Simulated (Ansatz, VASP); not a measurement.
One calculation of AlRu, two programs

File INCAR:

```
PREC = Accurate
ENCUT = 520
EDIFF = 1E-7
ISMEAR = 0
SIGMA = 0.1
LREAL = F
LASPH = T
NELM = 100
ALGO = Fast
ISIF = 2
LWAVE = F
LCHARG = T
GGA = PE
LELF = T
LVHAR = T
NBANDS = 16
```

Contents of KPOINTS:

```
regular mesh
0
Gamma
  12 12 12
```

POSCAR

```
AlRu
1.0
    3.0040847246      0.0000000000      0.0000000000
    0.0000000000      3.0040847246      0.0000000000
    0.0000000000      0.0000000000      3.0040847246
Al Ru
1 1
Direct
    0.0000000000      0.0000000000      0.0000000000
    0.5000000000      0.5000000000      0.5000000000
```

Input for Ansatz:

```yaml
crystal:
  lattice:
    - [3.0040847246, 0.0, 0.0]
    - [0.0, 3.0040847246, 0.0]
    - [0.0, 0.0, 3.0040847246]
  atoms:
    - { symbol: Al, position: [0.0, 0.0, 0.0] }
    - { symbol: Ru, position: [0.5, 0.5, 0.5] }
basis:
  ecutwfc: 420
kpoints:
  mp_grid: { grid: [12, 12, 12] }
hamiltonian:
  xc: pbe
scf:
  occupations: { method: gaussian, width: 0.1 }
output:
  forces: true
  stress: true
  eigenvalues: true
```

Alike in both runs: task single point; functional PBE; k mesh 12 × 12 × 12; occupations gaussian, width 0.1 eV; no spin polarisation.

```csv
,VASP,Ansatz
version,VASP 6.6.1,Ansatz 0.2.0
potentials or method,"VASP PAW PBE potentials, release 64 (Al, Ru_pv), cutoff 520 eV","scalar-relativistic, plane waves, PAW"
valence electrons in the cell,17,19
```

|  | VASP | Ansatz | Ansatz less VASP |
| --- | --- | --- | --- |
| gap on the k mesh at the Fermi level (eV) | none | none | - |
| pressure (GPa) | -0.2 | -0.2 | +0.04 |

A gap of «none» marks a metal or a gap that the smearing closes. With one functional, cell and mesh, what is left measures potentials, basis and numerics. VASP's potentials hold 17 valence electrons a cell and Ansatz's 19, so a difference there can come from the potentials and not from the codes.
